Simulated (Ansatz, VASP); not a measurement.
**One calculation of Ir, two programs**

```
Ir
1.0
    -1.53130    1.53130    1.53130
     1.53130   -1.53130    1.53130
     1.53130    1.53130   -1.53130
Ir
1
Direct
  0.00000 0.00000 0.00000
```

Alike in both runs: functional LDA; k mesh 16 × 16 × 16; occupations fermi-dirac, width 0.15 eV; no spin polarisation.

Ansatz relaxed the structure, and its values are those at the end. VASP's run is a single point on that final structure, the one shown.

|  | VASP | Ansatz |
| --- | --- | --- |
| version | VASP 6.6.1 | Ansatz 0.2.0 |
| potentials or method | VASP PAW LDA potentials, release 64 (Ir_sv_GW), cutoff 560 eV | scalar-relativistic, plane waves, PAW |
| valence electrons in the cell | 17 | 17 |

```csv
,VASP,Ansatz,Ansatz less VASP
gap on the k mesh at the Fermi level (eV),none,none,-
pressure (GPa),-0.5,0.0,+0.50
```

Ansatz warns that its potentials were made for another functional, while VASP's fit it. LDA's correlation is that of Perdew and Zunger in VASP and of Perdew and Wang (1992) in Ansatz. A gap of «none» marks a metal or a gap that the smearing closes.

Neither program's run includes spin-orbit coupling.
